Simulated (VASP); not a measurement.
Here is a VASP 6.6.1 calculation.

Contents of INCAR:

```
ALGO     = Normal         # electronic algorithm
EDIFF    = 1E-7           # SCF threshold, eV
ENCUT    = 520            # plane-wave cutoff, eV
GGA      = PE             # functional
ISIF     = 2              # what is computed and relaxed
ISMEAR   = 0              # smearing method
LASPH    = True           # aspherical terms in the spheres
LCHARG   = False          # write CHGCAR
LREAL    = False          # projectors in reciprocal space
LWAVE    = False          # write WAVECAR
NBANDS   = 38             # bands
NELM     = 100            # most SCF steps
PREC     = Accurate       # precision mode
SIGMA    = 0.1            # smearing width, eV
```

File KPOINTS:

```
k-points
0
Gamma
  6 6 2
```

POSCAR

```
Hf3Ta2F
1.0
    3.1250040018     -0.0000000026      0.0000000000
   -1.5625019987      2.7063328538      0.0000000000
    0.0000000000      0.0000000000     13.1948283025
Hf Ta F
3 2 1
Direct
    0.3333333333      0.6666666667      0.1351846450
    0.0000000000      0.0000000000      0.5000000000
    0.6666666667      0.3333333333      0.8648153550
    0.3333333333      0.6666666667      0.6848312061
    0.6666666667      0.3333333333      0.3151687939
    0.0000000000      0.0000000000      0.0000000000
```

Potentials or basis: VASP PAW PBE potentials, release 64 (Hf_pv, Ta_pv, F).

Command:

```console
$ cat potpaw_PBE.64/Hf_pv/POTCAR potpaw_PBE.64/Ta_pv/POTCAR potpaw_PBE.64/F/POTCAR > POTCAR
$ mpirun -np 1 vasp_std > vasp.out
```

(1) Predict the pressure.

(2) What does it give for the largest force?

Answers

(1) -0.8 GPa.

(2) 0.044 eV/Å.

Caveat: the k points lie up to 0.39 Å⁻¹ apart; an odd number of electrons without spin polarisation forces a metal; a magnetic or distorted state may lie lower.
